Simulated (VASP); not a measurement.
Crystal: RbCl.

```
CELL_PARAMETERS angstrom
0.00000 3.30573 3.30573
3.30573 0.00000 3.30573
3.30573 3.30573 0.00000
ATOMIC_POSITIONS crystal
Rb 0.00000 0.00000 0.00000
Cl 0.50000 0.50000 0.50000
```

Base run:

```yaml
Program: VASP 6.6.1
Functional: r2SCAN
Potentials_or_basis: VASP PAW PBE potentials, release 64 (Rb_sv, Cl)
Cutoff: 550 eV
k_mesh: 4 × 4 × 4
Occupations: gaussian, width 0.01 eV
Spin: no spin polarisation
```

Its results: band gap on the k mesh 5.56 eV; pressure 0.0 GPa.

Question: The run is repeated on the same cell with these changes: functional from r2SCAN to HSE06; cutoff from 550 eV to 400 eV. What comes out?

Answer: Band gap on the k mesh 6.25 eV; pressure 0.3 GPa.

Caveats: the PAW data sets were made with another functional, which shifts forces and pressure a little.

